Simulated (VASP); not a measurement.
Si2W: single point with PBE

The system is Si2W, a slab with vacuum.

```
Si W
1.0
     3.21129    0.00000    0.00000
     0.00000    3.21129    0.00000
     0.00000    0.00000   25.38287
Si W
6 3
Direct
  0.00000 0.00000 0.29547
  0.00000 0.00000 0.39705
  0.50000 0.50000 0.44921
  0.50000 0.50000 0.55079
  0.00000 0.00000 0.60295
  0.00000 0.00000 0.70453
  0.50000 0.50000 0.34626
  0.00000 0.00000 0.50000
  0.50000 0.50000 0.65374
```

```json
{
  "Program": "VASP 6.6.1",
  "Task": "single point",
  "Functional": "PBE",
  "Potentials or basis": "VASP PAW PBE potentials, release 64 (Si, W_sv)",
  "Cutoff": "520 eV",
  "k mesh": "11 × 11 × 1",
  "Occupations": "gaussian, width 0.1 eV",
  "Spin": "no spin polarisation",
  "Dipole correction": "yes",
  "Further INCAR settings": "ALGO = Normal; EDIFF = 1e-06; NBANDS = 43"
}
```

```
Largest force          : 0.517 eV/Å
Band gap on the k mesh : zero (band 33 reaches 3.81 eV, above the bottom of band 34 at 3.01 eV)
```

Forces on the atoms (eV/Å):
```
Si   0.000  0.000  0.098
Si   0.000  0.000 -0.211
Si   0.000  0.000 -0.517
Si   0.000  0.000  0.517
Si   0.000  0.000  0.211
Si   0.000  0.000 -0.098
W    0.000  0.000  0.074
W    0.000  0.000  0.000
W    0.000  0.000 -0.074
```

Levels at points of the mesh, in eV from the Fermi level:
```
           k point  band 30  band 31  band 32  band 33  band 34  band 35  band 36  band 37
(0.00, 0.00, 0.00)    -0.52     0.57     0.57     0.72     0.81     0.91     0.92     0.95
```

It took 6 min on 1 thread of Oxide Virtual Turin-like Processor, with other jobs on the host, peak memory 0.41 GiB.

Caveat: spin-orbit coupling is left out, which moves the levels of the heavy elements.
